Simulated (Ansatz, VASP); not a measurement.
This is a calculation of BaTiO3 for VASP 6.6.1.

INCAR

```
PREC = Accurate
ENCUT = 520
EDIFF = 1E-6
ISMEAR = -1
SIGMA = 0.05
LREAL = F
LASPH = T
NELM = 60
ALGO = Normal
ISIF = 2
LWAVE = F
LCHARG = F
GGA = PS
NBANDS = 28
```

KPOINTS

```
regular mesh
0
Gamma
  7 7 7
```

The input POSCAR:

```
BaTiO3
1.0
    2.8273666084      1.6323808724      2.3183934932
   -2.8273666084      1.6323808724      2.3183934932
    0.0000000000     -3.2647617449      2.3183934932
Ba Ti O
1 1 3
Direct
   -0.0126770000     -0.0079790000      0.0071180000
    0.4831240000      0.4725880000      0.4820330000
    0.5105020000      0.0092900000      0.5165310000
    0.0211820000      0.5202550000      0.5135860000
    0.5107760000      0.5139200000      0.0142200000
```

Potentials or basis: VASP PAW PBE potentials, release 64 (Ba_sv, Ti_sv, O).

Command:

```console
$ cat potpaw_PBE.64/Ba_sv/POTCAR potpaw_PBE.64/Ti_sv/POTCAR potpaw_PBE.64/O/POTCAR > POTCAR
$ mpirun -np 1 vasp_std > vasp.out
```

Translate it to Ansatz 0.2.0. Potentials there: Ansatz PAW.

As run (the cutoff follows the program's own potentials):

The input input.yaml:

```yaml
crystal:
  lattice:
    - [2.8273666084, 1.6323808724, 2.3183934932]
    - [-2.8273666084, 1.6323808724, 2.3183934932]
    - [0.0, -3.2647617449, 2.3183934932]
  atoms:
    - { symbol: Ba, position: [-0.012677, -0.007979, 0.007118] }
    - { symbol: Ti, position: [0.483124, 0.472588, 0.482033] }
    - { symbol: O, position: [0.510502, 0.00929, 0.516531] }
    - { symbol: O, position: [0.021182, 0.520255, 0.513586] }
    - { symbol: O, position: [0.510776, 0.51392, 0.01422] }
hamiltonian:
  xc: pbesol
  pseudopotentials: { kind: paw }
kpoints:
  mp_grid: { grid: [7, 7, 7] }
scf:
  occupations: { method: fermi_dirac, width: 0.05 }
output:
  forces: true
  stress: true
  eigenvalues: true
```

Potentials or basis: Ansatz PAW.

Launch:

```console
$ ansatz run input.yaml --threads 1 --pin off --max-ram 3584MiB --backend cpu --events-out ev --progress --plain --runs-dir out
```

Both were run:

|  | VASP | Ansatz | Ansatz less VASP |
| --- | --- | --- | --- |
| gap on the k mesh at the Fermi level (eV) | 2.52 | 2.57 | +0.052 |
| least direct gap on the mesh (eV) | 2.94 | 2.95 | +0.011 |
| pressure (GPa) | 0.9 | -1.0 | -1.88 |
| traceless stress, the component that is largest in VASP (GPa) | 0.64 | 0.68 | +0.033 |
| rms of the force components (eV/Å) | 0.272 | 0.264 | -0.0081 |

VASP's potentials were made for PBE, not for PBEsol. Atom by atom the forces differ by 0.035 eV/Å (rms over components). With one functional, cell and mesh, what is left measures potentials, basis and numerics.

Spin-orbit coupling is off throughout. Noted on Ansatz's run: odd divisions of the mesh miss points on the zone boundary, where band edges often lie, so the gap on the mesh can be too wide.
